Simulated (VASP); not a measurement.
Set up this calculation in VASP 6.6.1, as the native input.

| Item | Value |
| --- | --- |
| Task | single point |
| Functional | PBE |
| Potentials or basis | VASP PAW PBE potentials, release 64 (Pb_d, F) |
| Cutoff | 520 eV |
| k mesh | 8 × 8 × 8 |
| Occupations | gaussian, width 0.05 eV |
| Spin | no spin polarisation |
| Dipole correction | no |
| Further INCAR settings | ALGO = Normal; EDIFF = 1e-06; NBANDS = 21 |

The structure of PbF2 lies in POSCAR:

```
PbF2
1.0
    0.0000000000      2.8807545000      2.8807545000
    2.9698500000     -0.0890955000      2.9698500000
    2.9698500000      2.9698500000     -0.0890955000
Pb F
1 2
Direct
    0.0000000000      0.0000000000      0.0000000000
    0.2500000000      0.2500000000      0.2500000000
    0.7500000000      0.7500000000      0.7500000000
```

This cell differs from its parent crystal: strain -0.0600 x Voigt [0, 0, 0, 1, 0, 0].

One way to write it, as run:

INCAR

```
SYSTEM = PbF2
PREC = Accurate ; ENCUT = 520
EDIFF = 1E-6 ; ISMEAR = 0
SIGMA = 0.05 ; LREAL = .False.
LASPH = .True. ; NELM = 80
ALGO = Normal ; ISIF = 2
LWAVE = .False. ; LCHARG = .False.
GGA = PE ; NBANDS = 21
```

KPOINTS

```
Automatic mesh
0
Gamma
  8 8 8
  0 0 0
```

Potentials or basis: VASP PAW PBE potentials, release 64 (Pb_d, F).

The run is started by

```bash
$ cat potpaw_PBE.64/Pb_d/POTCAR potpaw_PBE.64/F/POTCAR > POTCAR
$ mpirun -np 1 vasp_std > vasp.out
```

Results of the run:

The pressure is 2.3 GPa and the largest force is 0.174 eV/Å. The band gap on the k mesh is 4.37 eV, indirect (least direct gap 4.54 eV).

Caveat: the cell differs from its parent crystal (strain -0.0600 x Voigt [0, 0, 0, 1, 0, 0]); spin-orbit coupling is left out, which moves the levels of the heavy elements.

Run time: 73 s on 1 thread of Intel(R) Xeon(R) Platinum 8259CL CPU @ 2.50GHz (Skylake/Cascade Lake) (shared host), peak memory 0.24 GiB.
